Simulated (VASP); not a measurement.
# Si3B (Pmmn) in VASP: notebook, part 2 of 2

VASP 6.6.1. The steps go on from the part before.

## 3. Single point, PBE

INCAR

```
SYSTEM = Si3B
PREC     = Accurate       ! precision mode
ENCUT    = 520            ! plane-wave cutoff, eV
EDIFF    = 1E-7           ! SCF threshold, eV
ISMEAR   = 0              ! smearing method
SIGMA    = 0.1            ! smearing width, eV
LREAL    = .False.        ! projectors in reciprocal space
LASPH    = .True.         ! aspherical terms in the spheres
NELM     = 80             ! most SCF steps
ALGO     = Normal         ! electronic algorithm
ISIF     = 2              ! what is computed and relaxed
LWAVE    = .False.        ! write WAVECAR
LCHARG   = .False.        ! write CHGCAR
GGA      = PE             ! functional
NBANDS   = 25             ! bands
```

KPOINTS

```
regular mesh
0
Gamma
  10 4 6
  0 0 0
```

POSCAR

```
Si3B
1.0
    3.3836531013      0.0000000000      0.0000000000
    0.0000000000      7.2469152817      0.0000000000
    0.0000000000      0.0000000000      5.2733765947
Si B
6 2
Direct
    0.5000000000      0.7340563887      0.1616731683
    0.5000000000      0.2659436113      0.1616731683
    0.0000000000      0.7659436113      0.8383268317
    0.0000000000      0.2340563887      0.8383268317
    0.0000000000      0.5000000000      0.5733484170
    0.5000000000      0.0000000000      0.4266515830
    0.5000000000      0.5000000000      0.3613381354
    0.0000000000      0.0000000000      0.6386618646
```

Potentials or basis: VASP PAW PBE potentials, release 64 (Si, B).

Launch:

```
$ cat potpaw_PBE.64/Si/POTCAR potpaw_PBE.64/B/POTCAR > POTCAR
$ mpirun -np 1 vasp_std > vasp.out
```

OUTCAR:

```text
SYSTEM = Si3B
   PREC = Accurate
   ENCUT = 520
   EDIFF = 1E-7
   ISMEAR = 0
   LREAL = .False.
   LASPH = .True.
   NELM = 80
   ISIF = 2
   GGA = PE

 ion  position               nearest neighbor table
   1  0.500  0.734  0.162-   7 2.00   6 2.38   3 2.41   3 2.41
   2  0.500  0.266  0.162-   7 2.00   6 2.38   4 2.41   4 2.41
   3  0.000  0.766  0.838-   8 2.00   5 2.38   1 2.41   1 2.41
   4  0.000  0.234  0.838-   8 2.00   5 2.38   2 2.41   2 2.41
   5  0.000  0.500  0.573-   7 2.03   7 2.03   3 2.38   4 2.38
   6  0.500  0.000  0.427-   8 2.03   8 2.03   1 2.38   2 2.38
   7  0.500  0.500  0.361-   1 2.00   2 2.00   5 2.03   5 2.03
   8  0.000  0.000  0.639-   3 2.00   4 2.00   6 2.03   6 2.03

  LATTYP: Found a simple orthorhombic cell.
 ALAT       =     3.3836531013
 B/A-ratio  =     1.5584861795
 C/A-ratio  =     2.1417429815

  Lattice vectors:

 A1 = (  -3.3836531013,   0.0000000000,   0.0000000000)
 A2 = (   0.0000000000,   0.0000000000,   5.2733765947)
 A3 = (   0.0000000000,   7.2469152817,   0.0000000000)

Analysis of symmetry for initial positions (statically):
=====================================================================
 Subroutine PRICEL returns:
 Original cell was already a primitive cell.

 Routine SETGRP: Setting up the symmetry group for a
 simple orthorhombic supercell.

 Subroutine GETGRP returns: Found  8 space group operations
 (whereof  4 operations were pure point group operations)
 out of a pool of  8 trial point group operations.

The static configuration has the point symmetry C_2v.
 The point group associated with its full space group is D_2h.

Analysis of symmetry for dynamics (positions and initial velocities):
=====================================================================
 Subroutine PRICEL returns:
 Original cell was already a primitive cell.

 Routine SETGRP: Setting up the symmetry group for a
 simple orthorhombic supercell.

 Subroutine GETGRP returns: Found  8 space group operations
 (whereof  4 operations were pure point group operations)
 out of a pool of  8 trial point group operations.

The dynamic configuration has the point symmetry C_2v.
 The point group associated with its full space group is D_2h.

 Subroutine INISYM returns: Found  8 space group operations
 (whereof  4 operations are pure point group operations),
 and found     1 'primitive' translations

----------------------------------------------------------------------------------------

                                     Primitive cell

  volume of cell :     129.3087

  direct lattice vectors                    reciprocal lattice vectors
     3.383653101  0.000000000  0.000000000     0.295538570  0.000000000  0.000000000
     0.000000000  7.246915282  0.000000000     0.000000000  0.137989746  0.000000000
     0.000000000  0.000000000  5.273376595     0.000000000  0.000000000  0.189631820

  length of vectors
     3.383653101  7.246915282  5.273376595     0.295538570  0.137989746  0.189631820

  position of ions in fractional coordinates (direct lattice)
     0.500000000  0.734056389  0.161673168
     0.500000000  0.265943611  0.161673168
     0.000000000  0.765943611  0.838326832
     0.000000000  0.234056389  0.838326832
     0.000000000  0.500000000  0.573348417
     0.500000000  0.000000000  0.426651583
     0.500000000  0.500000000  0.361338135
[... 42 lines left out ...]
  0.100000  0.000000  0.000000      2.000000
  0.200000  0.000000  0.000000      2.000000
  0.300000  0.000000  0.000000      2.000000
  0.400000  0.000000  0.000000      2.000000
  0.500000  0.000000  0.000000      1.000000
[... 16 lines left out ...]
  0.400000  0.000000  0.166667      4.000000
  0.500000  0.000000  0.166667      2.000000
 [... further k-points ...]
   k-points           NKPTS =     72   k-points in BZ     NKDIM =     72   number of bands    NBANDS=     25
   number of dos      NEDOS =    301   number of ions     NIONS =      8
   total plane-waves  NPLWV =  60480
   dimension x,y,z NGX =    28 NGY =   54 NGZ =   40
   dimension x,y,z NGXF=    56 NGYF=  108 NGZF=   80
   ions per type =               6   2
   NGX,Y,Z   is equivalent  to a cutoff of  13.76, 12.39, 12.61 a.u.
   NGXF,Y,Z  is equivalent  to a cutoff of  27.51, 24.78, 25.22 a.u.
 SYSTEM =  Si3B
   PREC   = accura    normal or accurate (medium, high low for compatibility)
   ISTART =      0    job   : 0-new  1-cont  2-samecut
   ICHARG =      2    charge: 1-file 2-atom 10-const
   ISPIN  =      1    spin polarized calculation?
   LNONCOLLINEAR =      F non collinear calculations
   LSORBIT =      F    spin-orbit coupling
   LASPH  =      T    aspherical Exc in radial PAW
   ENCUT  =  520.0 eV  38.22 Ry    6.18 a.u.   6.29 13.47  9.80*2*pi/ulx,y,z
   NELM   =     80;   NELMIN=  2; NELMDL= -5     # of ELM steps
   EDIFF  = 0.1E-06   stopping-criterion for ELM
   LREAL  =      F    real-space projection
   EDIFFG = 0.1E-05   stopping-criterion for IOM
   NSW    =      0    number of steps for IOM
   IBRION =     -1    ionic relax: 0-MD 1-quasi-New 2-CG
   NFREE  =      0    steps in history (QN), initial steepest desc. (CG)
   ISIF   =      2    stress and relaxation
   ISYM   =      2    0-nonsym 1-usesym 2-fastsym
   POTIM  = 0.5000    time-step for ionic-motion
   TEBEG  =    0.0;   TEEND  =   0.0 temperature during run
   PSTRESS=    0.0 pullay stress
   NELECT =      30.0000    total number of electrons
   NUPDOWN=      -1.0000    fix difference up-down
   EMIN   =  10.00;   EMAX   =-10.00  energy-range for DOS
   EFERMI =   0.00;   METHOD = LEGACY
   ISMEAR =     0;   SIGMA  =   0.10  broadening in eV -4-tet -1-fermi 0-gaus
   EFERMI_NEDOS =   21; number of points for ismear=-14 and -15
   IALGO  =     38    algorithm
   IMIX   =      4    mixing-type and parameters
     AMIX     =   0.40;   BMIX     =  1.00
     AMIX_MAG =   1.60;   BMIX_MAG =  1.00
  volume/ion in A,a.u.               =      16.16       109.08
  Fermi-wavevector in a.u.,A,eV,Ry     =   1.005941  1.900953 13.767979  1.011918
  Thomas-Fermi vector in A             =   2.138652
   LORBIT       =      0    0 simple, 1 ext, 2 COOP (PROOUT), +10 PAW based schemes
   GGA     = PE    functional components
   LHFCALC =     F    Hartree Fock is set to
   AEXX    =    0.0000 exact exchange contribution
   IVDW    =     0    specifies the selected vdW correction
   LEPSILON=     F    determine dielectric tensor
   LRPA    =     F    only Hartree local field effects (RPA)
 non-spin polarized calculation
 Gauss-broadening in eV      SIGMA  =   0.10
  energy-cutoff  :      520.00
  volume of cell :      129.31
 maximum number of plane-waves:      3508
 NGX is ok and might be reduce to    28
   NGX = 13   NGY = 27   NGZ = 19

 number of electron      29.9999999 magnetization

 Free energy of the ion-electron system (eV)
  ---------------------------------------------------
  ext. energy  EPLUGINS =         0.00000000
  ---------------------------------------------------
  free energy    TOTEN  =       -44.67732129 eV

  energy without entropy =      -44.66723014  energy(sigma->0) =      -44.67227571

 E-fermi :   5.7257     XC(G=0):  -9.9325

 val. band max:        5.7152177741   @ k =   0.3000   0.0000   0.3333
 cond. band min:       5.7342198073   @ k =   0.0000   0.2500   0.3333
 fundamental gap:      0.0190020331
 Fermi energy:         5.7257197668

 k-point     1 :       0.0000    0.0000    0.0000
  band No.  band energies     occupation
      1      -6.2659      2.00000
      2      -4.0543      2.00000
      3      -3.8616      2.00000
      4      -1.6880      2.00000
      5      -1.6232      2.00000
      6       0.5685      2.00000
[... 661 lines left out ...]
     24      10.8615      0.00000
     25      11.6342      0.00000

 [... further k-points ...]
[... 5 lines left out ...]
  --------------------------------------------------------------------------------------
  -------------------------------------------------------------------------------------
  Total       -0.0278900     -0.0627719     -0.0670407      0.0000000      0.0000000      0.0000000
  in kB       -0.3455656     -0.7777639     -0.8306567      0.0000000      0.0000000      0.0000000
  external PRESSURE =      -0.6513287 kB  Pullay stress =       0.0000000 kB

 VOLUME and BASIS-vectors are now :
 -----------------------------------------------------------------------------
  energy-cutoff  :      520.00
  volume of cell :      129.31
      direct lattice vectors                 reciprocal lattice vectors
     3.383653101  0.000000000  0.000000000     0.295538570  0.000000000  0.000000000
     0.000000000  7.246915282  0.000000000     0.000000000  0.137989746  0.000000000
     0.000000000  0.000000000  5.273376595     0.000000000  0.000000000  0.189631820

 POSITION                                       TOTAL-FORCE (eV/Angst)
 -----------------------------------------------------------------------------------
      1.69183      5.31964      0.85256         0.000000      0.007895     -0.007761
      1.69183      1.92727      0.85256         0.000000     -0.007895     -0.007761
      0.00000      5.55073      4.42081        -0.000000     -0.007895      0.007761
      0.00000      1.69619      4.42081         0.000000      0.007895      0.007761
      0.00000      3.62346      3.02348         0.000000      0.000000      0.007452
      1.69183      0.00000      2.24989         0.000000      0.000000     -0.007452
      1.69183      3.62346      1.90547         0.000000      0.000000      0.002563
      0.00000      0.00000      3.36790         0.000000      0.000000     -0.002563
 -----------------------------------------------------------------------------------
    total drift:                               -0.000000      0.000000      0.000000

  FREE ENERGIE OF THE ION-ELECTRON SYSTEM (eV)
  ---------------------------------------------------
  free  energy   TOTEN  =       -44.6773212882 eV

  energy  without entropy=      -44.6672301372  energy(sigma->0) =      -44.67227571
```

It took 3.5 min on 1 thread of Intel Xeon Platinum 8488C (Sapphire Rapids), shared host; peak memory 0.33 GiB.

What came out:

```yaml
Free_energy: -44.6773 eV
Pressure: -0.1 GPa
Largest_force: 0.011 eV/Å
Band_gap_on_the_k_mesh: zero (bands 15 and 16 overlap by 3.98 eV)
```

Forces on the atoms (eV/Å):
```
Si   0.000  0.008 -0.008
Si   0.000 -0.008 -0.008
Si   0.000 -0.008  0.008
Si   0.000  0.008  0.008
Si   0.000  0.000  0.007
Si   0.000  0.000 -0.007
B    0.000  0.000  0.003
B    0.000  0.000 -0.003
```

## 4. Relaxation of shape and atoms at fixed volume, PBE (14.22 Å³/atom)

This run uses another cell than the first one, of 14.22 Å³/atom.

INCAR

```
PREC = Accurate
ENCUT = 600
EDIFF = 1E-6
ISMEAR = 0
SIGMA = 0.1
LREAL = False
LASPH = True
NELM = 80
ALGO = Normal
ISIF = 4
LWAVE = False
LCHARG = False
GGA = PE
IBRION = 2
NSW = 50
EDIFFG = -0.01
```

KPOINTS

```
Automatic mesh
0
Gamma
  10 4 6
```

POSCAR

```
Si3B
1.0
    3.2104078234      0.0000000000      0.0000000000
    0.0000000000      6.9663473497      0.0000000000
    0.0000000000      0.0000000000      5.0879607389
Si B
6 2
Direct
    0.5000000000      0.7338326594      0.1623223745
    0.5000000000      0.2661673406      0.1623223745
    0.0000000000      0.7661673406      0.8376776255
    0.0000000000      0.2338326594      0.8376776255
    0.0000000000      0.5000000000      0.5757046098
    0.5000000000      0.0000000000      0.4242953902
    0.5000000000      0.5000000000      0.3609442310
    0.0000000000      0.0000000000      0.6390557690
```

Launch:

```
$ cat potpaw_PBE.64/Si/POTCAR potpaw_PBE.64/B/POTCAR > POTCAR
$ mpirun -np 1 vasp_std > vasp.out
```

It took 5.1 min on 1 thread of Intel Xeon Platinum 8488C (Sapphire Rapids), shared host; peak memory 0.35 GiB.

Results (log left out):

```yaml
Free_energy: -43.9352 eV
Energy_gained_by_relaxing: 0.2 meV/atom
Ionic_steps: 4
Pressure_after_relaxing: 17.1 GPa
Largest_force_after_relaxing: 0.010 eV/Å
Band_gap_on_the_k_mesh: zero (bands 15 and 16 overlap by 4.72 eV)
```

Forces on the atoms (eV/Å):
```
Si   0.000 -0.009 -0.004
Si   0.000  0.009 -0.004
Si   0.000  0.009  0.004
Si   0.000 -0.009  0.004
Si   0.000  0.000 -0.001
Si   0.000  0.000  0.001
B    0.000  0.000 -0.003
B    0.000  0.000  0.003
```

Stress tensor (GPa, compression positive):
```
17.06  0.00  0.00
 0.00 17.07  0.00
 0.00  0.00 17.15
```

The path:
```tsv
step	energy change (eV)	largest force (eV/Å)	pressure (GPa)	volume (Å³)
1	0.0000	0.0284	17.21	113.79
2	-0.0008	0.0436	17.14	113.79
3	-0.0008	0.0459	17.13	113.79
4	-0.0013	0.0096	17.09	113.79
```

Final structure:
```
Si B
1.0
     3.19848    0.00000    0.00000
     0.00000    6.97193    0.00000
     0.00000    0.00000    5.10285
Si B
6 2
Direct
  0.50000 0.73387 0.16266
  0.50000 0.26613 0.16266
  0.00000 0.76613 0.83734
  0.00000 0.23387 0.83734
  0.00000 0.50000 0.57644
  0.50000 0.00000 0.42356
  0.50000 0.50000 0.36076
  0.00000 0.00000 0.63924
```

Levels at points of the mesh, in eV from the Fermi level:
```
           k point  band 14  band 15  band 16  band 17  band 18  band 19
(0.00, 0.00, 0.00)     1.03     1.32     1.75     2.75     3.04     3.80
(0.50, 0.00, 0.00)    -2.49    -0.43    -0.43     0.84     0.84     1.86
(0.00, 0.50, 0.00)    -0.84     2.42     2.42     3.62     3.62     4.83
(0.50, 0.50, 0.00)    -2.38    -2.30    -2.30     2.38     2.38     3.21
(0.00, 0.00, 0.50)    -0.26     1.40     2.02     2.17     3.28     3.36
(0.50, 0.00, 0.50)    -0.51    -0.38    -0.38     3.20     3.20     4.44
(0.00, 0.50, 0.50)    -0.53     1.57     1.57     4.30     4.30     4.61
(0.50, 0.50, 0.50)    -1.69    -1.61    -1.61     3.69     3.69     4.07
```

## 5. Overview

| task | cell | cutoff (eV) | gap on the mesh (eV) | pressure (GPa) | largest force (eV/Å) |
| --- | --- | --- | --- | --- | --- |
| single point | a = 3.384, b = 7.246, c = 5.273 Å, 8 atoms, atomic positions A | 520 | none | -0.1 | 0.01 |
| single point | a = 3.384, b = 7.247, c = 5.273 Å, 8 atoms, atomic positions A | 520 | none | -0.1 | 0.01 |
| relaxation of shape and atoms at fixed volume | relaxed from a = 3.210, b = 6.966, c = 5.088 Å, 8 atoms, atomic positions B | 600 | none | 17.1 | 0.01 |

Alike in all rows: level PBE; potentials or basis VASP PAW PBE potentials, release 64 (Si, B); no spin polarisation; k mesh 10 × 4 × 6; smearing gaussian 0.1 eV.

Total energies depend on the potentials used, so only differences within one code and one set of settings carry meaning.

The gap in the log of VASP goes by the Fermi energy; the results here count the filled bands.